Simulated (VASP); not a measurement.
Ca: single point with PBE

The system is Ca.

```xyz
4
Lattice="2.9434 0.0000 0.0000 -1.4717 2.5491 0.0000 0.0000 0.0000 9.6994" Properties=species:S:1:pos:R:3 pbc="T T T"
Ca    0.0000    0.0000    0.0000
Ca    0.0000    0.0000    4.8497
Ca    0.0000    1.6994    2.4248
Ca    1.4717    0.8497    7.2745
```

```yaml
Program: VASP 6.6.1
Task: single point
Functional: PBE
Potentials_or_basis: VASP PAW PBE potentials, release 64 (Ca_sv)
Cutoff: 520 eV
k_mesh: 10 × 10 × 3
Occupations: fermi-dirac, width 0.08 eV
Spin: no spin polarisation
Dipole_correction: no
Further_INCAR_settings: ALGO = Normal; EDIFF = 1e-06; NBANDS = 28
```

The pressure is 47.8 GPa and the band gap on the k mesh is zero (band 20 reaches 6.95 eV, above the bottom of band 21 at 6.19 eV).

Stress tensor (GPa, compression positive):
```
47.81  0.00  0.00
 0.00 47.81  0.00
 0.00  0.00 47.89
```

Levels at points of the mesh, in eV from the Fermi level:
```
           k point  band 18  band 19  band 20  band 21  band 22  band 23
(0.00, 0.00, 0.00)    -2.57    -2.54    -1.41     1.90     1.93     2.53
(0.50, 0.00, 0.00)    -1.64    -1.02    -0.54     0.16     0.32     0.33
```

Wall time 59 s on 1 thread of Intel Xeon 6975P-C, on a shared host, peak memory 0.21 GiB.
